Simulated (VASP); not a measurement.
Input of a VASP 6.6.1 run:

INCAR

```
ALGO = Normal ; EDIFF = 1E-8
ENCUT = 520 ; GGA = PS
ISIF = 2 ; ISMEAR = -1
LASPH = True ; LCHARG = False
LEFG = True ; LREAL = False
LWAVE = False ; NBANDS = 12
NELM = 80 ; PREC = Accurate
SIGMA = 0.05
```

The input KPOINTS:

```
k-points
0
Gamma
  12 12 12
```

File POSCAR:

```
Li
1.0
    1.5660039554      0.9041328052      7.5883000000
   -1.5660039554      0.9041328052      7.5883000000
    0.0000000000     -1.8082656104      7.5883000000
Li
3
Direct
    0.0000000000      0.0000000000      0.0000000000
    0.2220000000      0.2220000000      0.2220000000
    0.7780000000      0.7780000000      0.7780000000
```

Potentials or basis: VASP PAW PBE potentials, release 64 (Li_sv).

Run with:

```sh
$ cat potpaw_PBE.64/Li_sv/POTCAR > POTCAR
$ mpirun -np 1 vasp_std > vasp.out
```

Estimate the largest force.

0.009 eV/Å.

Predict the band gap on the k mesh.

zero (an odd number of electrons rules out a gap without spin polarisation).

Forces on the atoms (eV/Å):
```
Li   0.000  0.000  0.000
Li   0.000  0.000  0.009
Li   0.000  0.000 -0.009
```

Caveat: the cell differs from its parent crystal (equal xx and yy strain of +1 %); without QUAD_EFG the Cq values of the log hold for a quadrupole moment of 1 mb, not for the nuclei; the PAW data sets were made with another functional, which shifts forces and pressure a little.
